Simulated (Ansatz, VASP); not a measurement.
## HgPI3: VASP beside Ansatz

```
Hg P I
1.0
     5.45305    0.00000    0.00000
     0.00000    5.45305    0.00000
     0.00000    0.00000    7.83066
Hg P I
1 1 3
Direct
  0.50000 0.50000 0.56156
  0.00000 0.00000 0.28126
  0.50000 0.50000 0.90314
  0.00000 0.50000 0.35701
  0.50000 0.00000 0.35701
```

Alike in both runs: functional PBE; k mesh 8 × 8 × 6; occupations gaussian, width 0.1 eV; no spin polarisation.

Ansatz relaxed the structure, and its values are those at the end. VASP's run is a single point on that final structure, the one shown.

|  | VASP | Ansatz |
| --- | --- | --- |
| version | VASP 6.6.1 | Ansatz 0.2.0 |
| potentials or method | VASP PAW PBE potentials, release 64 (Hg, P, I), cutoff 520 eV | scalar-relativistic, plane waves, PAW |
| valence electrons in the cell | 38 | 76 |

Ansatz gave:

| Property | Result |
| --- | --- |
| gap on the k mesh at the Fermi level (eV) | none |
| pressure (GPa) | 0.0 |
| rms of the force components (eV/Å) | 0.003 |

Question: Which values does VASP return?

Answer: gap on the k mesh at the Fermi level (eV): none; pressure (GPa): 0.0; rms of the force components (eV/Å): 0.012.

A gap of «none» marks a metal or a gap that the smearing closes. The functional is the same, so the differences come from potentials, cutoffs and numerics. VASP's potentials hold 38 valence electrons a cell and Ansatz's 76, so a difference there can come from the potentials and not from the codes.

Neither program's run includes spin-orbit coupling.
